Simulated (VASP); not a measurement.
# Ga (Im-3m) in VASP: notebook

Runs on Ga. Level: PBE. Tasks: single point.

Program: VASP 6.6.1. These are calculated values, not measurements. Logs are shortened: lines on timing, memory, paths and dates and some standing lists are left out, and cuts for length are marked.

## 1. The cell of the first run

Symmetry: Im-3m, No. 229, cubic system. Conventional cell: a = 2.679 Å, b = 2.679 Å, c = 2.679 Å, α = 90.00°, β = 90.00°, γ = 90.00°. Within 3.1 Å of Ga (site symmetry m-3m) lie 14 Ga at 2.32 to 2.68 Å.

## 2. Single point, PBE (volume scaled by 0.5)

The input, INCAR:

```
  ALGO = Normal
  EDIFF = 1E-7
  ENCUT = 520
  GGA = PE
  ISIF = 2
  ISMEAR = -1
  LASPH = True
  LCHARG = True
  LELF = True
  LREAL = False
  LVHAR = True
  LWAVE = False
  NBANDS = 12
  NELM = 80
  PREC = Accurate
  SIGMA = 0.08
```

The input, KPOINTS:

```
k-points
0
Gamma
  16 16 16
```

The input, POSCAR:

```
Ga
1.0
   -1.3396202448      1.3396202448      1.3396202448
    1.3396202448     -1.3396202448      1.3396202448
    1.3396202448      1.3396202448     -1.3396202448
Ga
1
Direct
    0.0000000000      0.0000000000      0.0000000000
```

Potentials or basis: VASP PAW PBE potentials, release 64 (Ga_d).

Command:

```console
$ cat potpaw_PBE.64/Ga_d/POTCAR > POTCAR
$ mpirun -np 1 vasp_std > vasp.out
```

OUTCAR:

```text
EDIFF = 1E-7
   ENCUT = 520
   GGA = PE
   ISIF = 2
   ISMEAR = -1
   LASPH = True
   LREAL = False
   NELM = 80
   PREC = Accurate

 ion  position               nearest neighbor table
   1  0.000  0.000  0.000-

  LATTYP: Found a body centered cubic cell.
 ALAT       =     2.6792404896

  Lattice vectors:

 A1 = (  -1.3396202448,   1.3396202448,   1.3396202448)
 A2 = (   1.3396202448,  -1.3396202448,   1.3396202448)
 A3 = (   1.3396202448,   1.3396202448,  -1.3396202448)

Analysis of symmetry for initial positions (statically):
=====================================================================
 Subroutine PRICEL returns:
 Original cell was already a primitive cell.

 Routine SETGRP: Setting up the symmetry group for a
 body centered cubic supercell.

 Subroutine GETGRP returns: Found 48 space group operations
 (whereof 48 operations were pure point group operations)
 out of a pool of 48 trial point group operations.

The static configuration has the point symmetry O_h .

Analysis of symmetry for dynamics (positions and initial velocities):
=====================================================================
 Subroutine PRICEL returns:
 Original cell was already a primitive cell.

 Routine SETGRP: Setting up the symmetry group for a
 body centered cubic supercell.

 Subroutine GETGRP returns: Found 48 space group operations
 (whereof 48 operations were pure point group operations)
 out of a pool of 48 trial point group operations.

The dynamic configuration has the point symmetry O_h .

 Subroutine INISYM returns: Found 48 space group operations
 (whereof 48 operations are pure point group operations),
 and found     1 'primitive' translations

----------------------------------------------------------------------------------------

                                     Primitive cell

  volume of cell :       9.6162

  direct lattice vectors                    reciprocal lattice vectors
    -1.339620245  1.339620245  1.339620245     0.000000000  0.373240104  0.373240104
     1.339620245 -1.339620245  1.339620245     0.373240104  0.000000000  0.373240104
     1.339620245  1.339620245 -1.339620245     0.373240104  0.373240104  0.000000000

  length of vectors
     2.320290327  2.320290327  2.320290327     0.527841218  0.527841218  0.527841218

[... 81 lines left out ...]
   NSW    =      0    number of steps for IOM
   IBRION =     -1    ionic relax: 0-MD 1-quasi-New 2-CG
   NFREE  =      0    steps in history (QN), initial steepest desc. (CG)
   ISIF   =      2    stress and relaxation
   ISYM   =      2    0-nonsym 1-usesym 2-fastsym
   POTIM  = 0.5000    time-step for ionic-motion
   TEBEG  =    0.0;   TEEND  =   0.0 temperature during run
   PSTRESS=    0.0 pullay stress
   NELECT =      13.0000    total number of electrons
   NUPDOWN=      -1.0000    fix difference up-down
   EMIN   =  10.00;   EMAX   =-10.00  energy-range for DOS
   EFERMI =   0.00;   METHOD = LEGACY
   ISMEAR =    -1;   SIGMA  =   0.08  broadening in eV -4-tet -1-fermi 0-gaus
   EFERMI_NEDOS =   21; number of points for ismear=-14 and -15
   IALGO  =     38    algorithm
   IMIX   =      4    mixing-type and parameters
     AMIX     =   0.40;   BMIX     =  1.00
     AMIX_MAG =   1.60;   BMIX_MAG =  1.00
  volume/ion in A,a.u.               =       9.62        64.89
  Fermi-wavevector in a.u.,A,eV,Ry     =   1.810176  3.420738 44.582739  3.276739
  Thomas-Fermi vector in A             =   2.868893
   LORBIT       =      0    0 simple, 1 ext, 2 COOP (PROOUT), +10 PAW based schemes
   GGA     = PE    functional components
   LHFCALC =     F    Hartree Fock is set to
   AEXX    =    0.0000 exact exchange contribution
   IVDW    =     0    specifies the selected vdW correction
   LEPSILON=     F    determine dielectric tensor
   LRPA    =     F    only Hartree local field effects (RPA)
 non-spin polarized calculation
  energy-cutoff  :      520.00
  volume of cell :        9.62
 maximum number of plane-waves:       276
 NGX is ok and might be reduce to    18
   NGX =  9   NGY =  9   NGZ =  9

 number of electron      12.9999990 magnetization

 Free energy of the ion-electron system (eV)
  ---------------------------------------------------
  ext. energy  EPLUGINS =         0.00000000
  ---------------------------------------------------
  free energy    TOTEN  =        -0.12829493 eV

  energy without entropy =       -0.12116627  energy(sigma->0) =       -0.12473060

 E-fermi :  14.7635     XC(G=0): -14.8774

 val. band max:       14.7544394579   @ k =  -0.4375  -0.4375   0.3125
 cond. band min:      14.7834754522   @ k =  -0.3750   0.4375   0.1875
 fundamental gap:      0.0290359943
 Fermi energy:        14.7634640768

 k-point     1 :       0.0000    0.0000    0.0000
  band No.  band energies     occupation
      1      -3.6579      2.00000
      2      -2.3014      2.00000
      3      -2.3014      2.00000
      4      -2.3014      2.00000
      5      -1.4988      2.00000
      6      -1.4988      2.00000
      7      36.6043      0.00000
      8      36.6043      0.00000
      9      36.6043      0.00000
     10      38.2794      0.00000
     11      38.2794      0.00000
     12      38.2794      0.00000
[... 331 lines left out ...]
 k-point    24 :       0.2500    0.1875    0.0000
  band No.  band energies     occupation
      1      -2.7399      2.00000
      2      -2.4953      2.00000
      3      -1.8065      2.00000
      4      -1.6244      2.00000
      5      -1.3663      2.00000
      6       3.3320      2.00000
      7      17.1988      0.00000
      8      19.7767      0.00000
      9      27.0969      0.00000
     10      35.4177      0.00000
     11      38.7018      0.00000
     12      43.4242      0.00000

 [... further k-points ...]

------------------------ aborting loop because EDIFF is reached ----------------------------------------

  FORCE on cell =-STRESS in cart. coord.  units (eV):
  Direction    XX          YY          ZZ          XY          YZ          ZX
  --------------------------------------------------------------------------------------
  -------------------------------------------------------------------------------------
  Total       10.6526736     10.6526736     10.6526736      0.0000000      0.0000000      0.0000000
  in kB     1774.8600097   1774.8600097   1774.8600097      0.0000000      0.0000000      0.0000000
  external PRESSURE =    1774.8600097 kB  Pullay stress =       0.0000000 kB

 VOLUME and BASIS-vectors are now :
 -----------------------------------------------------------------------------
  energy-cutoff  :      520.00
  volume of cell :        9.62
      direct lattice vectors                 reciprocal lattice vectors
    -1.339620245  1.339620245  1.339620245     0.000000000  0.373240104  0.373240104
     1.339620245 -1.339620245  1.339620245     0.373240104  0.000000000  0.373240104
     1.339620245  1.339620245 -1.339620245     0.373240104  0.373240104  0.000000000

 POSITION                                       TOTAL-FORCE (eV/Angst)
 -----------------------------------------------------------------------------------
      0.00000      0.00000      0.00000        -0.000000      0.000000      0.000000
 -----------------------------------------------------------------------------------
    total drift:                                0.000000      0.000000      0.000000

  FREE ENERGIE OF THE ION-ELECTRON SYSTEM (eV)
  ---------------------------------------------------
  free  energy   TOTEN  =        -0.1282949277 eV

  energy  without entropy=       -0.1211662709  energy(sigma->0) =       -0.12473060
```

OSZICAR:

```text
N       E                     dE             d eps       ncg     rms          rms(c)
DAV:   1     0.395183543574E+02    0.39518E+02   -0.63892E+03  4240   0.224E+03
DAV:   2     0.926649559616E+00   -0.38592E+02   -0.36987E+02  3640   0.252E+02
DAV:   3    -0.217351546609E+00   -0.11440E+01   -0.11413E+01  3956   0.385E+01
DAV:   4    -0.222891838319E+00   -0.55403E-02   -0.55399E-02  3948   0.263E+00
DAV:   5    -0.222927937981E+00   -0.36100E-04   -0.36100E-04  3984   0.207E-01    0.210E+00
DAV:   6    -0.166039694490E+00    0.56888E-01   -0.64713E-02  4180   0.817E+00    0.107E+00
DAV:   7    -0.131125497562E+00    0.34914E-01   -0.20139E-02  4152   0.402E+00    0.173E-01
DAV:   8    -0.128284889193E+00    0.28406E-02   -0.24407E-03  4108   0.109E+00    0.141E-02
DAV:   9    -0.128292344631E+00   -0.74554E-05   -0.25838E-05  4196   0.661E-02    0.680E-03
DAV:  10    -0.128294597628E+00   -0.22530E-05   -0.20565E-06  4208   0.298E-02    0.134E-03
DAV:  11    -0.128294884648E+00   -0.28702E-06   -0.86491E-08  2588   0.841E-03    0.274E-04
DAV:  12    -0.128294927726E+00   -0.43078E-07   -0.13119E-08  2208   0.329E-03
   1 F= -.12829493E+00 E0= -.12473060E+00  d E =-.712866E-02
```

It took 24 s on 1 thread of Intel Xeon 8259CL, shared host; peak memory 0.13 GiB.

Results:

| Quantity | Value |
| --- | --- |
| Free energy | -0.1283 eV |
| Pressure | 177.5 GPa |

## 3. Single point, PBE (volume scaled by 0.58)

The input, INCAR:

```
SYSTEM = Ga
ALGO = Normal ; EDIFF = 1E-7
ENCUT = 520 ; GGA = PE
ISIF = 2 ; ISMEAR = -1
LASPH = .True. ; LCHARG = .False.
LREAL = .False. ; LWAVE = .False.
NBANDS = 12 ; NELM = 100
PREC = Accurate ; SIGMA = 0.08
```

The input, KPOINTS:

```
k-points
0
Gamma
  16 16 16
  0 0 0
```

The input, POSCAR:

```
Ga
1.0
   -1.4075625344      1.4075625344      1.4075625344
    1.4075625344     -1.4075625344      1.4075625344
    1.4075625344      1.4075625344     -1.4075625344
Ga
1
Direct
    0.0000000000      0.0000000000      0.0000000000
```

Potentials or basis: VASP PAW PBE potentials, release 64 (Ga_d).

Command:

```console
$ cat potpaw_PBE.64/Ga_d/POTCAR > POTCAR
$ mpirun -np 1 vasp_std > vasp.out
```

Wall time 30 s (1 thread of Intel Xeon 8259CL, shared host); peak memory 0.13 GiB.

It converged, with:

```yaml
Free_energy: -1.4114 eV
Pressure: 98.1 GPa
```

Levels at points of the mesh, in eV from the Fermi level:
```tsv
k point	band 2	band 3	band 4	band 5	band 6	band 7	band 8	band 9	band 10	band 11
(0.00, 0.00, 0.00)	-16.26	-16.26	-16.26	-15.66	-15.66	20.58	20.58	20.58	21.06	21.06
(0.50, 0.00, 0.00)	-16.59	-15.69	-15.64	-15.28	-7.01	-4.82	10.50	11.94	14.77	17.43
(0.50, 0.50, 0.50)	-16.80	-15.37	-15.37	-15.37	1.53	1.53	1.53	6.34	6.34	7.07
```

## 4. Single point, PBE (volume scaled by 0.68)

The input, INCAR:

```
PREC     = Accurate       # precision mode
ENCUT    = 520            # plane-wave cutoff, eV
EDIFF    = 1E-6           # SCF threshold, eV
ISMEAR   = -1             # smearing method
SIGMA    = 0.08           # smearing width, eV
LREAL    = False          # projectors in reciprocal space
LASPH    = True           # aspherical terms in the spheres
NELM     = 60             # most SCF steps
ALGO     = Normal         # electronic algorithm
ISIF     = 2              # what is computed and relaxed
LWAVE    = False          # write WAVECAR
LCHARG   = False          # write CHGCAR
GGA      = PE             # functional
NBANDS   = 12             # bands
```

The input, KPOINTS:

```
regular mesh
0
Gamma
  16 16 16
```

The input, POSCAR:

```
Ga
1.0
   -1.4842076700      1.4842076700      1.4842076700
    1.4842076700     -1.4842076700      1.4842076700
    1.4842076700      1.4842076700     -1.4842076700
Ga
1
Direct
    0.0000000000      0.0000000000      0.0000000000
```

Command:

```console
$ cat potpaw_PBE.64/Ga_d/POTCAR > POTCAR
$ mpirun -np 1 vasp_std > vasp.out
```

Wall time 36 s (1 thread of Intel Xeon 8259CL, shared host); peak memory 0.14 GiB.

It converged, with:

```
Free energy : -2.2477 eV
Pressure    : 47.2 GPa
```

Levels at points of the mesh, in eV from the Fermi level:
```
           k point  band 4  band 5  band 6  band 7  band 8  band 9
(0.00, 0.00, 0.00)  -15.22  -15.22  -14.45   17.78   17.78   17.78
(0.50, 0.00, 0.00)  -15.21  -14.95   -5.82   -4.70    9.34   11.13
(0.50, 0.50, 0.50)  -15.01  -15.01    1.61    1.61    1.61    5.08
```

## 5. Summary

| cell | gap on the mesh (eV) | pressure (GPa) |
| --- | --- | --- |
| a = 2.320 Å, angles 109.5°, 1 atom | none | 177.5 |
| a = 2.438 Å, angles 109.5°, 1 atom | none | 98.1 |
| a = 2.571 Å, angles 109.5°, 1 atom | none | 47.2 |

Alike in all rows: task single point; level PBE; potentials or basis VASP PAW PBE potentials, release 64 (Ga_d); no spin polarisation; k mesh 16 × 16 × 16; cutoff (eV) 520; smearing fermi-dirac 0.08 eV.

Absolute energies hang on the potentials; compare differences alone.
